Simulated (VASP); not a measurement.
# WS2 in VASP: a series of runs

Runs on WS2. Level: PBE. Tasks: single point.

All numbers are computed with VASP 6.6.1; they aren't measurements. Logs are shortened: lines on timing, memory, paths and dates and some standing lists are left out, and cuts for length are marked.

### 1 The cell of the first run

The cell holds a slab with vacuum, 3 atoms: a = 3.184 Å, b = 3.184 Å, c = 16.951 Å, α = 90.00°, β = 90.00°, γ = 120.00°.

### 2 Single point, PBE

INCAR reads:

```
SYSTEM = WS2
PREC     = Accurate       ! precision mode
ENCUT    = 520            ! plane-wave cutoff, eV
EDIFF    = 1E-6           ! SCF threshold, eV
ISMEAR   = -1             ! smearing method
SIGMA    = 0.05           ! smearing width, eV
LREAL    = .False.        ! projectors in reciprocal space
LASPH    = .True.         ! aspherical terms in the spheres
NELM     = 80             ! most SCF steps
ALGO     = Normal         ! electronic algorithm
ISIF     = 2              ! what is computed and relaxed
LWAVE    = .False.        ! write WAVECAR
LCHARG   = .False.        ! write CHGCAR
GGA      = PE             ! functional
NBANDS   = 20             ! bands
```

KPOINTS reads:

```
regular mesh
0
Gamma
  10 10 2
  0 0 0
```

POSCAR reads:

```
WS2
1.0
    3.1835163552      0.0000000000      0.0000000000
   -1.5917581776      2.7570060369      0.0000000000
    0.0000000000      0.0000000000     16.9505778900
W S
1 2
Direct
    0.0000000000      0.0000000000      0.0000000000
    0.3333333333      0.6666666667      0.0920005100
    0.3333333333      0.6666666667      0.9079994900
```

Potentials or basis: VASP PAW PBE potentials, release 64 (W_sv, S).

Run with:

```console
cat potpaw_PBE.64/W_sv/POTCAR potpaw_PBE.64/S/POTCAR > POTCAR
mpirun -np 1 vasp_std > vasp.out
```

OUTCAR:

```text
SYSTEM = WS2
   PREC = Accurate
   ENCUT = 520
   EDIFF = 1E-6
   ISMEAR = -1
   LREAL = .False.
   LASPH = .True.
   NELM = 80
   ISIF = 2
   GGA = PE

 ion  position               nearest neighbor table
   1  0.000  0.000  0.000-   2 2.41   3 2.41   2 2.41   3 2.41   2 2.41   3 2.41
   2  0.333  0.667  0.092-   1 2.41   1 2.41   1 2.41
   3  0.333  0.667  0.908-   1 2.41   1 2.41   1 2.41

  LATTYP: Found a hexagonal cell.
 ALAT       =     3.1835163552
 C/A-ratio  =     5.3244827413

  Lattice vectors:

 A1 = (   3.1835163552,   0.0000000000,   0.0000000000)
 A2 = (  -1.5917581776,   2.7570060369,   0.0000000000)
 A3 = (   0.0000000000,   0.0000000000,  16.9505778900)

Analysis of symmetry for initial positions (statically):
=====================================================================
 Subroutine PRICEL returns:
 Original cell was already a primitive cell.

 Routine SETGRP: Setting up the symmetry group for a
 hexagonal supercell.

 Subroutine GETGRP returns: Found 12 space group operations
 (whereof 12 operations were pure point group operations)
 out of a pool of 24 trial point group operations.

The static configuration has the point symmetry D_3h.

Analysis of symmetry for dynamics (positions and initial velocities):
=====================================================================
 Subroutine PRICEL returns:
 Original cell was already a primitive cell.

 Routine SETGRP: Setting up the symmetry group for a
 hexagonal supercell.

 Subroutine GETGRP returns: Found 12 space group operations
 (whereof 12 operations were pure point group operations)
 out of a pool of 24 trial point group operations.

The dynamic configuration has the point symmetry D_3h.

 Subroutine INISYM returns: Found 12 space group operations
 (whereof 12 operations are pure point group operations),
 and found     1 'primitive' translations

----------------------------------------------------------------------------------------

                                     Primitive cell

  volume of cell :     148.7748

  direct lattice vectors                    reciprocal lattice vectors
     3.183516355  0.000000000  0.000000000     0.314118066  0.181356150  0.000000000
    -1.591758178  2.757006037  0.000000000     0.000000000  0.362712300  0.000000000
     0.000000000  0.000000000 16.950577890     0.000000000  0.000000000  0.058995039

  length of vectors
     3.183516355  3.183516355 16.950577890     0.362712300  0.362712300  0.058995039

  position of ions in fractional coordinates (direct lattice)
     0.000000000  0.000000000  0.000000000
     0.333333333  0.666666667  0.092000510
     0.333333333  0.666666667  0.907999490

  ion indices of the primitive-cell ions
   primitive index   ion index
                 1           1
                 2           2
                 3           3

----------------------------------------------------------------------------------------

 KPOINTS: regular mesh

Automatic generation of k-mesh.
 Grid dimensions read from file:
 generate k-points for:   10   10    2

 Generating k-lattice:

  Cartesian coordinates                     Fractional coordinates (reciprocal lattice)
     0.031411807  0.018135615  0.000000000     0.100000000 -0.000000000  0.000000000
     0.000000000  0.036271230  0.000000000     0.000000000  0.100000000  0.000000000
     0.000000000  0.000000000  0.029497519     0.000000000  0.000000000  0.500000000

  Length of vectors
     0.036271230  0.036271230  0.029497519

  Shift w.r.t. Gamma in fractional coordinates (k-lattice)
     0.000000000  0.000000000  0.000000000

 Subroutine IBZKPT returns following result:
 ===========================================

 Found     28 irreducible k-points:

 Following reciprocal coordinates:
            Coordinates               Weight
  0.000000  0.000000  0.000000      1.000000
  0.100000  0.000000  0.000000      6.000000
  0.200000  0.000000  0.000000      6.000000
  0.300000  0.000000  0.000000      6.000000
  0.400000 -0.000000  0.000000      6.000000
  0.500000  0.000000  0.000000      3.000000
[... 16 lines left out ...]
  0.300000  0.100000  0.500000     12.000000
  0.400000  0.100000  0.500000     12.000000
 [... further k-points ...]
   k-points           NKPTS =     28   k-points in BZ     NKDIM =     28   number of bands    NBANDS=     20
   number of dos      NEDOS =    301   number of ions     NIONS =      3
   total plane-waves  NPLWV =  72576
   dimension x,y,z NGX =    24 NGY =   24 NGZ =  126
   dimension x,y,z NGXF=    48 NGYF=   48 NGZF=  252
   ions per type =               1   2
   NGX,Y,Z   is equivalent  to a cutoff of  12.53, 12.53, 12.36 a.u.
   NGXF,Y,Z  is equivalent  to a cutoff of  25.07, 25.07, 24.72 a.u.
 SYSTEM =  WS2
   PREC   = accura    normal or accurate (medium, high low for compatibility)
   ISTART =      0    job   : 0-new  1-cont  2-samecut
   ICHARG =      2    charge: 1-file 2-atom 10-const
   ISPIN  =      1    spin polarized calculation?
   LNONCOLLINEAR =      F non collinear calculations
   LSORBIT =      F    spin-orbit coupling
   LASPH  =      T    aspherical Exc in radial PAW
   ENCUT  =  520.0 eV  38.22 Ry    6.18 a.u.   5.92  5.92 31.52*2*pi/ulx,y,z
   NELM   =     80;   NELMIN=  2; NELMDL= -5     # of ELM steps
   EDIFF  = 0.1E-05   stopping-criterion for ELM
   LREAL  =      F    real-space projection
   EDIFFG = 0.1E-04   stopping-criterion for IOM
   NSW    =      0    number of steps for IOM
   IBRION =     -1    ionic relax: 0-MD 1-quasi-New 2-CG
   NFREE  =      0    steps in history (QN), initial steepest desc. (CG)
   ISIF   =      2    stress and relaxation
   ISYM   =      2    0-nonsym 1-usesym 2-fastsym
   POTIM  = 0.5000    time-step for ionic-motion
   TEBEG  =    0.0;   TEEND  =   0.0 temperature during run
   PSTRESS=    0.0 pullay stress
   NELECT =      26.0000    total number of electrons
   NUPDOWN=      -1.0000    fix difference up-down
   EMIN   =  10.00;   EMAX   =-10.00  energy-range for DOS
   EFERMI =   0.00;   METHOD = LEGACY
   ISMEAR =    -1;   SIGMA  =   0.05  broadening in eV -4-tet -1-fermi 0-gaus
   EFERMI_NEDOS =   21; number of points for ismear=-14 and -15
   IALGO  =     38    algorithm
   IMIX   =      4    mixing-type and parameters
     AMIX     =   0.40;   BMIX     =  1.00
     AMIX_MAG =   1.60;   BMIX_MAG =  1.00
  volume/ion in A,a.u.               =      49.59       334.66
  Fermi-wavevector in a.u.,A,eV,Ry     =   0.915285  1.729637 11.398226  0.837746
  Thomas-Fermi vector in A             =   2.040009
   LORBIT       =      0    0 simple, 1 ext, 2 COOP (PROOUT), +10 PAW based schemes
   GGA     = PE    functional components
   LHFCALC =     F    Hartree Fock is set to
   AEXX    =    0.0000 exact exchange contribution
   IVDW    =     0    specifies the selected vdW correction
   LEPSILON=     F    determine dielectric tensor
   LRPA    =     F    only Hartree local field effects (RPA)
 non-spin polarized calculation
  energy-cutoff  :      520.00
  volume of cell :      148.77
 maximum number of plane-waves:      4035
 NGX is ok and might be reduce to    24
   NGX = 11   NGY = 11   NGZ = 63

 number of electron      25.9999999 magnetization

 Free energy of the ion-electron system (eV)
  ---------------------------------------------------
  ext. energy  EPLUGINS =         0.00000000
  ---------------------------------------------------
  free energy    TOTEN  =       -23.67124181 eV

  energy without entropy =      -23.67124181  energy(sigma->0) =      -23.67124181

 E-fermi :  -0.2519     XC(G=0):  -4.5416

 val. band max:       -1.2192624726   @ k =   0.0000   0.0000   0.5000
 cond. band min:       0.7843673724   @ k =   0.3000   0.3000   0.0000
 fundamental gap:      2.0036298451
 Fermi energy:        -0.2519117457

 k-point     1 :       0.0000    0.0000    0.0000
  band No.  band energies     occupation
      1     -75.2302      2.00000
      2     -39.4669      2.00000
      3     -39.3221      2.00000
      4     -39.3221      2.00000
      5     -15.9880      2.00000
      6     -14.3224      2.00000
[... 12 lines left out ...]
     19       4.2545      0.00000
     20       4.3476      0.00000

 k-point     2 :       0.1000    0.0000    0.0000
  band No.  band energies     occupation
      1     -75.2286      2.00000
      2     -39.4611      2.00000
      3     -39.3546      2.00000
      4     -39.3297      2.00000
      5     -15.8241      2.00000
      6     -14.2637      2.00000
[... 12 lines left out ...]
     19       4.4513      0.00000
     20       4.8957      0.00000

 k-point     3 :       0.2000    0.0000    0.0000
  band No.  band energies     occupation
      1     -75.2244      2.00000
      2     -39.4458      2.00000
      3     -39.4386      2.00000
      4     -39.3494      2.00000
      5     -15.3689      2.00000
      6     -14.1016      2.00000
[... 12 lines left out ...]
     19       5.0069      0.00000
     20       5.8696      0.00000

 k-point     4 :       0.3000    0.0000    0.0000
  band No.  band energies     occupation
      1     -75.2193      2.00000
      2     -39.5409      2.00000
      3     -39.4268      2.00000
      4     -39.3736      2.00000
      5     -14.7356      2.00000
      6     -13.8806      2.00000
[... 12 lines left out ...]
     19       5.7902      0.00000
     20       6.1449      0.00000

 k-point     5 :       0.4000   -0.0000    0.0000
  band No.  band energies     occupation
      1     -75.2151      2.00000
      2     -39.6223      2.00000
      3     -39.4114      2.00000
      4     -39.3931      2.00000
      5     -14.1342      2.00000
      6     -13.6806      2.00000
[... 12 lines left out ...]
     19       6.3154      0.00000
     20       6.3416      0.00000
[... 353 lines left out ...]
      6     -14.1529      2.00000
[... 12 lines left out ...]
     19       4.7176      0.00000
     20       6.0271      0.00000

 k-point    22 :       0.2000    0.1000    0.5000
  band No.  band energies     occupation
      1     -75.2211      2.00000
      2     -39.4979      2.00000
      3     -39.4334      2.00000
      4     -39.3732      2.00000
      5     -14.9663      2.00000
      6     -13.9583      2.00000
[... 12 lines left out ...]
     19       5.3972      0.00000
     20       6.6949      0.00000

 k-point    23 :       0.3000    0.1000    0.5000
  band No.  band energies     occupation
      1     -75.2164      2.00000
      2     -39.5838      2.00000
      3     -39.4162      2.00000
      4     -39.4010      2.00000
      5     -14.3360      2.00000
      6     -13.7398      2.00000
[... 12 lines left out ...]
     19       6.2715      0.00000
     20       6.2825      0.00000

 k-point    24 :       0.4000    0.1000    0.5000
  band No.  band energies     occupation
      1     -75.2135      2.00000
      2     -39.6361      2.00000
      3     -39.4182      2.00000
      4     -39.4055      2.00000
      5     -13.8823      2.00000
      6     -13.5892      2.00000
[... 12 lines left out ...]
     19       6.9200      0.00000
     20       7.0221      0.00000

 [... further k-points ...]
[... 5 lines left out ...]
  --------------------------------------------------------------------------------------
  -------------------------------------------------------------------------------------
  Total        0.4024666      0.4024666      0.7915274      0.0000000      0.0000000      0.0000000
  in kB        4.3342212      4.3342212      8.5240748      0.0000000      0.0000000      0.0000000
  external PRESSURE =       5.7308390 kB  Pullay stress =       0.0000000 kB

 VOLUME and BASIS-vectors are now :
 -----------------------------------------------------------------------------
  energy-cutoff  :      520.00
  volume of cell :      148.77
      direct lattice vectors                 reciprocal lattice vectors
     3.183516355  0.000000000  0.000000000     0.314118066  0.181356150  0.000000000
    -1.591758178  2.757006037  0.000000000     0.000000000  0.362712300  0.000000000
     0.000000000  0.000000000 16.950577890     0.000000000  0.000000000  0.058995039

 POSITION                                       TOTAL-FORCE (eV/Angst)
 -----------------------------------------------------------------------------------
      0.00000      0.00000      0.00000         0.000000     -0.000000      0.000000
     -0.00000      1.83800      1.55946        -0.000000      0.000000      0.262956
     -0.00000      1.83800     15.39112        -0.000000      0.000000     -0.262956
 -----------------------------------------------------------------------------------
    total drift:                                0.000000     -0.000000     -0.000000

  FREE ENERGIE OF THE ION-ELECTRON SYSTEM (eV)
  ---------------------------------------------------
  free  energy   TOTEN  =       -23.6712418139 eV

  energy  without entropy=      -23.6712418136  energy(sigma->0) =      -23.67124181
```

Wall time 1.9 min (1 thread of AMD EPYC 7R43 (Zen 3), shared host); peak memory 0.24 GiB.

Results:

```yaml
Free_energy: -23.6712 eV
Largest_force: 0.263 eV/Å
Band_gap_on_the_k_mesh: 2.00 eV, indirect (least direct gap 2.16 eV)
```

Forces in eV/Å, atoms in the order of the input:
```
W    0.000  0.000  0.000
S    0.000  0.000  0.263
S    0.000  0.000 -0.263
```

Levels at points of the mesh, in eV from the valence-band top:
| k point | band 9 | band 10 | band 11 | band 12 | band 13 | band 14 | band 15 | band 16 | band 17 | band 18 |
| --- | --- | --- | --- | --- | --- | --- | --- | --- | --- | --- |
| (0.00, 0.00, 0.00) | -2.89 | -2.08 | -1.65 | -1.65 | 0.00 | 2.90 | 2.90 | 3.08 | 3.08 | 4.96 |
| (0.50, 0.00, 0.00) | -4.43 | -3.44 | -2.11 | -1.30 | -0.92 | 2.85 | 3.32 | 4.09 | 4.78 | 5.13 |
| (0.00, 0.00, 0.50) | -2.89 | -2.08 | -1.65 | -1.65 | 0.00 | 2.90 | 2.90 | 3.08 | 3.08 | 5.02 |
| (0.50, 0.00, 0.50) | -4.43 | -3.44 | -2.11 | -1.30 | -0.92 | 2.85 | 3.32 | 4.09 | 4.78 | 5.13 |

Caveat: spin-orbit coupling is left out, which moves the levels of the heavy elements.

[end of part 1 of 2]
